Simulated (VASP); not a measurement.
Write the native input for VASP 6.6.1 that does the following.

```
Task                   : single point
Functional             : LDA
Potentials or basis    : VASP PAW LDA potentials, release 64 (Fe)
Cutoff                 : 520 eV
k mesh                 : 3 × 3 × 3
Occupations            : fermi-dirac, width 0.1 eV
Spin                   : no spin polarisation
Dipole correction      : no
Further INCAR settings : ALGO = Normal; EDIFF = 1e-06; NBANDS = 10
```

The structure of Fe lies in POSCAR:

```
Fe
1.0
   -1.3498227879      1.3498227879      1.3498227879
    1.3498227879     -1.3498227879      1.3498227879
    1.3498227879      1.3498227879     -1.3498227879
Fe
1
Direct
    0.0000000000      0.0000000000      0.0000000000
```

These files were run (other wordings do the same):

INCAR

```
PREC     = Accurate       # precision mode
ENCUT    = 520            # plane-wave cutoff, eV
EDIFF    = 1E-6           # SCF threshold, eV
ISMEAR   = -1             # smearing method
SIGMA    = 0.1            # smearing width, eV
LREAL    = F              # projectors in reciprocal space
LASPH    = T              # aspherical terms in the spheres
NELM     = 100            # most SCF steps
ALGO     = Normal         # electronic algorithm
ISIF     = 2              # what is computed and relaxed
LWAVE    = F              # write WAVECAR
LCHARG   = T              # write CHGCAR
LELF     = T              # ELF
LVHAR    = T            
NBANDS   = 10             # bands
```

KPOINTS

```
Automatic mesh
0
Gamma
  3 3 3
```

Potentials or basis: VASP PAW LDA potentials, release 64 (Fe).

Command:

```bash
$ cat potpaw_LDA.64/Fe/POTCAR > POTCAR
$ mpirun -np 1 vasp_std > vasp.out
```

Results of the run:

```json
{
 "Pressure": "21.5 GPa",
 "Band gap on the k mesh": "zero (band 4 reaches 7.35 eV, above the bottom of band 5 at 7.12 eV)"
}
```

Caveat: the k points lie up to 1.10 Å⁻¹ apart; the run has no spin polarisation, though such a crystal can be magnetic.

Wall time 1.2 s on 1 thread of AMD EPYC 7R13 Processor (Zen 3), with other jobs on the host, peak memory 0.08 GiB.
